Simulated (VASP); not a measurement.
# Fe: single point with PBE

The system is Fe.

```
Fe
1.0
    -1.41559    1.41559    1.41559
     1.41559   -1.41559    1.41559
     1.41559    1.41559   -1.41559
Fe
1
Direct
  0.00000 0.00000 0.00000
```

```yaml
Program: VASP 6.6.1
Task: single point
Functional: PBE
Potentials_or_basis: VASP PAW PBE potentials, release 64 (Fe)
Cutoff: 520 eV
k_mesh: 22 × 22 × 22
Occupations: gaussian, width 0.05 eV
Spin: collinear spin, ferromagnetic start
Starting_moments: "[2.43] μB"
Dipole_correction: no
k_mesh_for_the_DOS: 33 × 33 × 33
Occupations_for_the_DOS: tetrahedron
Further_INCAR_settings: ALGO = Normal; EDIFF = 1e-06
```

* Net moment: 2.18 μB per cell
* Site moments: Fe +2.18 μB
* Valence electrons inside the program's atomic spheres: Fe 7.27

Levels at points of the mesh, in eV from the Fermi level:
Spin up:
| k point | band 2 | band 3 | band 4 | band 5 | band 6 | band 7 | band 8 | band 9 |
| --- | --- | --- | --- | --- | --- | --- | --- | --- |
| (0.00, 0.00, 0.00) | -2.30 | -2.30 | -2.30 | -1.09 | -1.09 | 25.03 | 25.03 | 25.03 |
Spin down:
```
           k point  band 1  band 2  band 3  band 4  band 5  band 6  band 7
(0.00, 0.00, 0.00)   -8.27   -0.41   -0.41   -0.41    1.65    1.65   24.79
```

Wall time 3.1 min on 1 thread of Intel(R) Xeon(R) Platinum 8559C (Emerald Rapids), with other jobs on the host, peak memory 0.39 GiB.
